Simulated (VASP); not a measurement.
Set up this calculation in VASP 6.6.1, as the native input.

| Quantity | Value |
| --- | --- |
| Task | single point |
| Functional | PBEsol |
| Potentials or basis | VASP PAW PBE potentials, release 64 (Hf_pv, Mo_sv, C) |
| Cutoff | 520 eV |
| k mesh | 8 × 8 × 6 |
| Occupations | fermi-dirac, width 0.05 eV |
| Spin | no spin polarisation |
| Hubbard terms | Hf d U = 8.0 eV, Mo d U = 8.0 eV |
| Dipole correction | no |
| Further INCAR settings | ALGO = Normal; EDIFF = 1e-06; NBANDS = 24 |

The structure of HfMoC2 lies in POSCAR:

```
HfMoC2
1.0
    3.1972012421      0.0000000000      0.0000000000
    0.0000000000      3.1972012421      0.0000000000
    0.0000000000      0.0000000000      4.5775772776
Hf Mo C
1 1 2
Direct
    0.0000000000      0.0000000000      0.0000000000
    0.5000000000      0.5000000000      0.5000000000
    0.5000000000      0.5000000000      0.0000000000
    0.0000000000      0.0000000000      0.5000000000
```

The input as run:

INCAR

```
PREC     = Accurate       # precision mode
ENCUT    = 520            # plane-wave cutoff, eV
EDIFF    = 1E-6           # SCF threshold, eV
ISMEAR   = -1             # smearing method
SIGMA    = 0.05           # smearing width, eV
LREAL    = F              # projectors in reciprocal space
LASPH    = T              # aspherical terms in the spheres
NELM     = 150            # most SCF steps
ALGO     = Normal         # electronic algorithm
ISIF     = 2              # what is computed and relaxed
LWAVE    = F              # write WAVECAR
LCHARG   = F              # write CHGCAR
LMAXMIX  = 4              # l up to which the mixer works
LDAU     = T              # DFT+U
LDAUTYPE = 2            
LDAUL    = 2 2 -1         # shell
LDAUU    = 8 8 0          # U, eV
LDAUJ    = 0 0 0        
LDAUPRINT= 1            
GGA      = PS             # functional
NBANDS   = 24             # bands
```

KPOINTS

```
regular mesh
0
Gamma
  8 8 6
```

Potentials or basis: VASP PAW PBE potentials, release 64 (Hf_pv, Mo_sv, C).

Command:

```sh
$ cat potpaw_PBE.64/Hf_pv/POTCAR potpaw_PBE.64/Mo_sv/POTCAR potpaw_PBE.64/C/POTCAR > POTCAR
$ mpirun -np 1 vasp_std > vasp.out
```

Results of the run:

```json
{
  "Pressure": "8.6 GPa",
  "Band gap on the k mesh": "zero (bands 16 and 17 overlap by 2.21 eV)"
}
```

Caveat: the stress differs along the axes, from 4 to 11 GPa; the PAW data sets were made with another functional, which shifts forces and pressure a little; spin-orbit coupling is left out, which moves the levels of the heavy elements; U without spin polarisation on a metal has little footing; the U is typed as a test and isn't derived for this compound.

Run time: 89 s on 1 thread of Intel Xeon 8259CL, on a shared host, peak memory 0.21 GiB.
